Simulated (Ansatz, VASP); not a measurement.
## Two plane-wave programs on AgCl

INCAR

```
  ALGO = Normal
  EDIFF = 1E-6
  ENCUT = 520
  GGA = PE
  ISIF = 2
  ISMEAR = -1
  LASPH = T
  LCHARG = T
  LELF = T
  LREAL = F
  LVHAR = T
  LWAVE = F
  NBANDS = 16
  NELM = 80
  PREC = Accurate
  SIGMA = 0.02
```

File KPOINTS:

```
k-points
0
Gamma
  8 8 8
```

POSCAR

```
AgCl
1.0
    0.0000000000      2.9932651224      2.9932651224
    2.9932651224      0.0000000000      2.9932651224
    2.9932651224      2.9932651224      0.0000000000
Ag Cl
1 1
Direct
    0.0000000000      0.0000000000      0.0000000000
    0.2500000000      0.2500000000      0.2500000000
```

Input for Ansatz:

```yaml
crystal:
  lattice:
    - [0.0, 2.9932651224, 2.9932651224]
    - [2.9932651224, 0.0, 2.9932651224]
    - [2.9932651224, 2.9932651224, 0.0]
  atoms:
    - { symbol: Ag, position: [0.0, 0.0, 0.0] }
    - { symbol: Cl, position: [0.25, 0.25, 0.25] }
kpoints:
  mp_grid: { grid: [8, 8, 8] }
  band_path:
    path:
      - [0.0, 0.0, 0.0]
      - [-0.5, -0.5, 0.0]
      - [-0.375, -0.375, 0.25]
      - [-0.375, 0.0, 0.375]
      - [0.0, 0.0, 0.5]
      - [-0.5, -0.25, 0.25]
    npoints: 1
hamiltonian:
  xc: pbe
scf:
  occupations: { method: fermi_dirac, width: 0.02 }
  n_extra_bands: 4
output:
  forces: true
  stress: true
  eigenvalues: true
```

Alike in both runs: task single point; functional PBE; k mesh 8 × 8 × 8; occupations fermi-dirac, width 0.02 eV; no spin polarisation.

|  | VASP | Ansatz |
| --- | --- | --- |
| version | VASP 6.6.1 | Ansatz 0.2.0 |
| potentials or method | VASP PAW PBE potentials, release 64 (Ag, Cl) | plane waves, PAW |
| plane-wave cutoff (eV) | 520 | 420 |
| valence electrons in the cell | 18 | 26 |

Ansatz gave:

| Item | Value |
| --- | --- |
| gap on the k mesh at the Fermi level (eV) | 1.25 |
| pressure (GPa) | 1.2 |

Q: Estimate VASP's values.

A: gap on the k mesh at the Fermi level (eV): 1.25; pressure (GPa): 1.1.

VASP's potentials hold 18 valence electrons a cell and Ansatz's 26, so a difference there can come from the potentials and not from the codes.
